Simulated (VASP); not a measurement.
# GaN (I-4m2) in VASP: single point with HSE06

Aim: the single point of GaN with HSE06.

Everything below comes from runs of VASP 6.6.1. Logs are shortened: lines on timing, memory, paths and dates and some standing lists are left out, and cuts for length are marked.

## Step 1: The cell of the first run

Symmetry: I-4m2, No. 119, tetragonal system. The conventional cell has a = 3.180 Å, b = 3.180 Å, c = 4.363 Å, α = 90.00°, β = 90.00°, γ = 90.00°. Within 2.6 Å of Ga (site symmetry -4m2) lie 4 N at 1.93 Å. N (site symmetry -4m2) has 4 Ga at 1.93 Å within 2.6 Å.

## Step 2: Single point, HSE06 (uniaxial z strain -3.0%)

POSCAR

```
GaN
1.0
    0.0000000000      2.2489525411      2.1814839649
    2.2489525411      0.0000000000      2.1814839649
    2.2489525411      2.2489525411      0.0000000000
Ga N
1 1
Direct
    0.0000000000      0.0000000000      0.0000000000
    0.2500000000      0.2500000000      0.2500000000
```

INCAR.step1

```
SYSTEM = GaN
PREC = Accurate
ENCUT = 520
EDIFF = 1E-5
ISMEAR = 0
SIGMA = 0.01
LREAL = .FALSE.
LASPH = .TRUE.
NELM = 100
ALGO = Normal
ISIF = 2
LWAVE = .TRUE.
LCHARG = .FALSE.
GGA = PE
NBANDS = 16
```

INCAR.step2

```
SYSTEM = GaN
PREC = Accurate
ENCUT = 520
EDIFF = 1E-7
ISMEAR = 0
SIGMA = 0.01
LREAL = .FALSE.
LASPH = .TRUE.
NELM = 100
ALGO = Normal
ISIF = 2
LWAVE = .FALSE.
LCHARG = .FALSE.
GGA = PE
LHFCALC = .TRUE.
HFSCREEN = 0.2079
PRECFOCK = Normal
ISTART = 1
NBANDS = 16
```

KPOINTS

```
Automatic mesh
0
G
  6 6 6
  0 0 0
```

Potentials or basis: VASP PAW PBE potentials, release 64 (Ga_d, N).

Launch:

```console
cat potpaw_PBE.64/Ga_d/POTCAR potpaw_PBE.64/N/POTCAR > POTCAR
cp INCAR.step1 INCAR
mpirun -np 1 vasp_std > vasp.out
cp INCAR.step2 INCAR
mpirun -np 1 vasp_std > vasp.out
```

OUTCAR:

```text
SYSTEM = GaN
   PREC = Accurate
   ENCUT = 520
   EDIFF = 1E-7
   ISMEAR = 0
   LREAL = .FALSE.
   LASPH = .TRUE.
   NELM = 100
   ISIF = 2
   GGA = PE
   LHFCALC = .TRUE.
   HFSCREEN = 0.2079
   PRECFOCK = Normal
   ISTART = 1

 ion  position               nearest neighbor table
   1  0.000  0.000  0.000-   2 1.93   2 1.93   2 1.93   2 1.93
   2  0.250  0.250  0.250-   1 1.93   1 1.93   1 1.93   1 1.93

  LATTYP: Found a body centered tetragonal cell.
 ALAT       =     3.1804991848
 C/A-ratio  =     1.3717871555

  Lattice vectors:

 A1 = (   0.0000000000,  -2.2489525411,  -2.1814839649)
 A2 = (   0.0000000000,   2.2489525411,  -2.1814839649)
 A3 = (   2.2489525411,   0.0000000000,   2.1814839649)

Analysis of symmetry for initial positions (statically):
=====================================================================
 Subroutine PRICEL returns:
 Original cell was already a primitive cell.

 Routine SETGRP: Setting up the symmetry group for a
 body centered tetragonal supercell.

 Subroutine GETGRP returns: Found  8 space group operations
 (whereof  8 operations were pure point group operations)
 out of a pool of 16 trial point group operations.

The static configuration has the point symmetry D_2d.

Analysis of symmetry for dynamics (positions and initial velocities):
=====================================================================
 Subroutine PRICEL returns:
 Original cell was already a primitive cell.

 Routine SETGRP: Setting up the symmetry group for a
 body centered tetragonal supercell.

 Subroutine GETGRP returns: Found  8 space group operations
 (whereof  8 operations were pure point group operations)
 out of a pool of 16 trial point group operations.

The dynamic configuration has the point symmetry D_2d.

 Subroutine INISYM returns: Found  8 space group operations
 (whereof  8 operations are pure point group operations),
 and found     1 'primitive' translations

----------------------------------------------------------------------------------------

                                     Primitive cell

  volume of cell :      22.0670

  direct lattice vectors                    reciprocal lattice vectors
     0.000000000  2.248952541  2.181483965    -0.222325723  0.222325723  0.229201776
     2.248952541  0.000000000  2.181483965     0.222325723 -0.222325723  0.229201776
     2.248952541  2.248952541  0.000000000     0.222325723  0.222325723 -0.229201776

  length of vectors
     3.133154931  3.133154931  3.180499185     0.389089847  0.389089847  0.389089847

  position of ions in fractional coordinates (direct lattice)
     0.000000000  0.000000000  0.000000000
     0.250000000  0.250000000  0.250000000

  ion indices of the primitive-cell ions
   primitive index   ion index
                 1           1
                 2           2

----------------------------------------------------------------------------------------

 KPOINTS: Automatic mesh

Automatic generation of k-mesh.
 Grid dimensions read from file:
 generate k-points for:    6    6    6

 Generating k-lattice:

  Cartesian coordinates                     Fractional coordinates (reciprocal lattice)
    -0.037054287  0.037054287  0.038200296     0.166666667  0.000000000  0.000000000
     0.037054287 -0.037054287  0.038200296     0.000000000  0.166666667  0.000000000
     0.037054287  0.037054287 -0.038200296     0.000000000  0.000000000  0.166666667

  Length of vectors
     0.064848308  0.064848308  0.064848308

  Shift w.r.t. Gamma in fractional coordinates (k-lattice)
     0.000000000  0.000000000  0.000000000

 Subroutine IBZKPT returns following result:
 ===========================================

 Found     30 irreducible k-points:

 Following reciprocal coordinates:
            Coordinates               Weight
  0.000000  0.000000  0.000000      1.000000
  0.166667  0.000000  0.000000      8.000000
  0.333333 -0.000000  0.000000      8.000000
  0.500000 -0.000000  0.000000      4.000000
  0.166667  0.166667  0.000000      2.000000
  0.333333  0.166667  0.000000      8.000000
[... 16 lines left out ...]
  0.333333  0.000000  0.333333      4.000000
  0.500000  0.000000  0.333333     16.000000
 [... further k-points ...]
   k-points           NKPTS =     30   k-points in BZ     NKDIM =    216   number of bands    NBANDS=     16
   number of dos      NEDOS =    301   number of ions     NIONS =      2
   total plane-waves  NPLWV =  13824
   dimension x,y,z NGX =    24 NGY =   24 NGZ =   24
   dimension x,y,z NGXF=    48 NGYF=   48 NGZF=   48
   ions per type =               1   1
   NGX,Y,Z   is equivalent  to a cutoff of  12.73, 12.73, 12.54 a.u.
   NGXF,Y,Z  is equivalent  to a cutoff of  25.47, 25.47, 25.09 a.u.
 SYSTEM =  GaN
   PREC   = accura    normal or accurate (medium, high low for compatibility)
   ISTART =      1    job   : 0-new  1-cont  2-samecut
   ICHARG =      0    charge: 1-file 2-atom 10-const
   ISPIN  =      1    spin polarized calculation?
   LNONCOLLINEAR =      F non collinear calculations
   LSORBIT =      F    spin-orbit coupling
   LASPH  =      T    aspherical Exc in radial PAW
   ENCUT  =  520.0 eV  38.22 Ry    6.18 a.u.   5.83  5.83  5.91*2*pi/ulx,y,z
   NELM   =    100;   NELMIN=  2; NELMDL=  0     # of ELM steps
   EDIFF  = 0.1E-06   stopping-criterion for ELM
   LREAL  =      F    real-space projection
   EDIFFG = 0.1E-05   stopping-criterion for IOM
   NSW    =      0    number of steps for IOM
   IBRION =     -1    ionic relax: 0-MD 1-quasi-New 2-CG
   NFREE  =      0    steps in history (QN), initial steepest desc. (CG)
   ISIF   =      2    stress and relaxation
   ISYM   =      3    0-nonsym 1-usesym 2-fastsym
   POTIM  = 0.5000    time-step for ionic-motion
   TEBEG  =    0.0;   TEEND  =   0.0 temperature during run
   PSTRESS=    0.0 pullay stress
   NELECT =      18.0000    total number of electrons
   NUPDOWN=      -1.0000    fix difference up-down
   EMIN   =  10.00;   EMAX   =-10.00  energy-range for DOS
   EFERMI =   0.00;   METHOD = LEGACY
   ISMEAR =     0;   SIGMA  =   0.01  broadening in eV -4-tet -1-fermi 0-gaus
   EFERMI_NEDOS =   21; number of points for ismear=-14 and -15
   IALGO  =     38    algorithm
   IMIX   =      1    mixing-type and parameters
     AMIX     =   0.40;   BMIX     =  1.00
     AMIX_MAG =   1.60;   BMIX_MAG =  1.00
  volume/ion in A,a.u.               =      11.03        74.46
  Fermi-wavevector in a.u.,A,eV,Ry     =   1.529624  2.890571 31.834242  2.339751
  Thomas-Fermi vector in A             =   2.637220
   LORBIT       =      0    0 simple, 1 ext, 2 COOP (PROOUT), +10 PAW based schemes
   GGA     = PE    functional components
   LHFCALC =     T    Hartree Fock is set to
   PRECFOCK=normal    Normal, Fast or Accurate (Low or Medium for compatibility)
   ENCUT4O =  -1.0   cutoff for four orbital integrals eV
   NKREDX  =     1    reduce k-point grid by
   NKREDY  =     1    reduce k-point grid by
   NKREDZ  =     1    reduce k-point grid by
   AEXX    =    0.2500 exact exchange contribution
   HFSCREEN=    0.2079 screening length (either q_TF or 0.3 A-1)
   HFSCREENC=   0.2079 screening length for correlation (either q_TF or 0.3 A-1)
   ENCUTFOCK=  -1.0 apply spherical cutoff to Coloumb kernel
   IVDW    =     0    specifies the selected vdW correction
   LEPSILON=     F    determine dielectric tensor
   LRPA    =     F    only Hartree local field effects (RPA)
 non-spin polarized calculation
 Gauss-broadening in eV      SIGMA  =   0.01
  energy-cutoff  :      520.00
  volume of cell :       22.07
 maximum number of plane-waves:       604
  NGX = 18; NGY = 18; NGZ = 18

 number of electron      18.0000011 magnetization

 Free energy of the ion-electron system (eV)
  ---------------------------------------------------
  ext. energy  EPLUGINS =         0.00000000
  ---------------------------------------------------
  free energy    TOTEN  =       -14.71993182 eV

  energy without entropy =      -14.71993182  energy(sigma->0) =      -14.71993182

 E-fermi :   4.9985     XC(G=0):  -9.7150

 val. band max:        4.9372123069   @ k =   0.0000   0.0000   0.0000
 cond. band min:       8.0946336896   @ k =   0.0000   0.0000   0.0000
 fundamental gap:      3.1574213826
 Fermi energy:         4.9984604630

 k-point     1 :       0.0000    0.0000    0.0000
  band No.  band energies     occupation
      1     -12.9134      2.00000
      2     -10.7436      2.00000
      3     -10.7436      2.00000
      4     -10.7126      2.00000
      5     -10.3822      2.00000
      6     -10.3800      2.00000
[... 8 lines left out ...]
     15      25.2964      0.00000
     16      25.2964      0.00000

 k-point     2 :       0.1667    0.0000    0.0000
  band No.  band energies     occupation
      1     -12.6314      2.00000
      2     -10.7078      2.00000
      3     -10.6883      2.00000
      4     -10.5543      2.00000
      5     -10.3831      2.00000
      6     -10.3818      2.00000
[... 8 lines left out ...]
     15      23.3209      0.00000
     16      24.1414      0.00000

 k-point     3 :       0.3333   -0.0000    0.0000
  band No.  band energies     occupation
      1     -12.2423      2.00000
      2     -10.6595      2.00000
      3     -10.6370      2.00000
      4     -10.3704      2.00000
      5     -10.3551      2.00000
      6      -9.6803      2.00000
[... 8 lines left out ...]
     15      24.5772      0.00000
     16      24.6241      0.00000

 k-point     4 :       0.5000   -0.0000    0.0000
  band No.  band energies     occupation
      1     -12.1489      2.00000
      2     -10.6492      2.00000
      3     -10.6257      2.00000
      4     -10.3477      2.00000
      5     -10.3265      2.00000
      6      -8.7571      2.00000
[... 8 lines left out ...]
     15      26.9319      0.00000
     16      27.0228      0.00000

 k-point     5 :       0.1667    0.1667    0.0000
  band No.  band energies     occupation
      1     -12.5346      2.00000
      2     -10.6705      2.00000
      3     -10.6705      2.00000
      4     -10.5608      2.00000
      5     -10.3600      2.00000
      6     -10.3559      2.00000
[... 8 lines left out ...]
     15      26.9740      0.00000
     16      27.5168      0.00000

 k-point     6 :       0.3333    0.1667    0.0000
  band No.  band energies     occupation
      1     -12.2181      2.00000
      2     -10.6250      2.00000
      3     -10.6067      2.00000
      4     -10.4779      2.00000
      5     -10.3350      2.00000
      6      -9.7588      2.00000
[... 8 lines left out ...]
     15      26.4617      0.00000
     16      26.9137      0.00000
[... 267 lines left out ...]
 k-point    21 :      -0.1667    0.3333    0.1667
  band No.  band energies     occupation
      1     -12.0835      2.00000
      2     -10.5877      2.00000
      3     -10.5590      2.00000
      4     -10.4460      2.00000
      5     -10.3479      2.00000
      6      -8.9154      2.00000
[... 8 lines left out ...]
     15      26.6694      0.00000
     16      29.9277      0.00000

 k-point    22 :      -0.3333    0.5000    0.1667
  band No.  band energies     occupation
      1     -12.0226      2.00000
      2     -10.5876      2.00000
      3     -10.5215      2.00000
      4     -10.4071      2.00000
      5     -10.3334      2.00000
      6      -7.9151      2.00000
[... 8 lines left out ...]
     15      27.6946      0.00000
     16      30.4456      0.00000

 k-point    23 :       0.3333    0.0000    0.3333
  band No.  band energies     occupation
      1     -12.1083      2.00000
      2     -10.5626      2.00000
      3     -10.5066      2.00000
      4     -10.4932      2.00000
      5     -10.3262      2.00000
      6      -9.3952      2.00000
[... 8 lines left out ...]
     15      29.1363      0.00000
     16      30.6386      0.00000

 k-point    24 :       0.5000    0.0000    0.3333
  band No.  band energies     occupation
      1     -12.0411      2.00000
      2     -10.5870      2.00000
      3     -10.4719      2.00000
      4     -10.4580      2.00000
      5     -10.3248      2.00000
      6      -8.4434      2.00000
[... 8 lines left out ...]
     15      29.6008      0.00000
     16      30.1008      0.00000

 [... further k-points ...]

------------------------ aborting loop because EDIFF is reached ----------------------------------------

  FORCE on cell =-STRESS in cart. coord.  units (eV):
  Direction    XX          YY          ZZ          XY          YZ          ZX
  --------------------------------------------------------------------------------------
  -------------------------------------------------------------------------------------
  Total        0.6817913      0.6817913      1.1922705      0.0000000      0.0000000      0.0000000
  in kB       49.5016250     49.5016250     86.5650854      0.0000000      0.0000000      0.0000000
  external PRESSURE =      61.8561118 kB  Pullay stress =       0.0000000 kB

 VOLUME and BASIS-vectors are now :
 -----------------------------------------------------------------------------
  energy-cutoff  :      520.00
  volume of cell :       22.07
      direct lattice vectors                 reciprocal lattice vectors
     0.000000000  2.248952541  2.181483965    -0.222325723  0.222325723  0.229201776
     2.248952541  0.000000000  2.181483965     0.222325723 -0.222325723  0.229201776
     2.248952541  2.248952541  0.000000000     0.222325723  0.222325723 -0.229201776

 POSITION                                       TOTAL-FORCE (eV/Angst)
 -----------------------------------------------------------------------------------
      0.00000      0.00000      0.00000         0.000000     -0.000000     -0.000000
      1.12448      1.12448      1.09074        -0.000000      0.000000      0.000000
 -----------------------------------------------------------------------------------
    total drift:                                0.000002      0.000003     -0.000002

  FREE ENERGIE OF THE ION-ELECTRON SYSTEM (eV)
  ---------------------------------------------------
  free  energy   TOTEN  =       -14.7199318237 eV

  energy  without entropy=      -14.7199318237  energy(sigma->0) =      -14.71993182
```

Run time: 44 min. Hardware: 1 thread of Intel Xeon Platinum 8375C at 2.90GHz (Ice Lake), shared host; peak memory 0.26 GiB.

What came out:

```yaml
Free_energy: -14.7199 eV
Pressure: 6.2 GPa
Band_gap_on_the_k_mesh: 3.16 eV
```

Levels at points of the mesh, in eV from the valence-band top:
```
           k point  band 6  band 7  band 8  band 9  band 10  band 11  band 12  band 13
(0.00, 0.00, 0.00)  -15.32   -0.13   -0.13    0.00     3.16    12.04    12.11    12.11
(0.50, 0.00, 0.00)  -13.69   -7.88   -1.30   -1.06     6.25    10.54    11.78    12.32
(0.50, 0.50, 0.00)  -13.02   -6.58   -3.29   -3.29     4.25     7.93    14.13    16.24
(0.50, 0.00, 0.50)  -13.21   -6.93   -3.06   -3.02     4.46     8.47    13.64    16.03
```

Caveat: the cell differs from its parent crystal (uniaxial z strain -3.0%); the cell stands under pressure; the PAW data sets were made with another functional, which shifts forces and pressure a little.
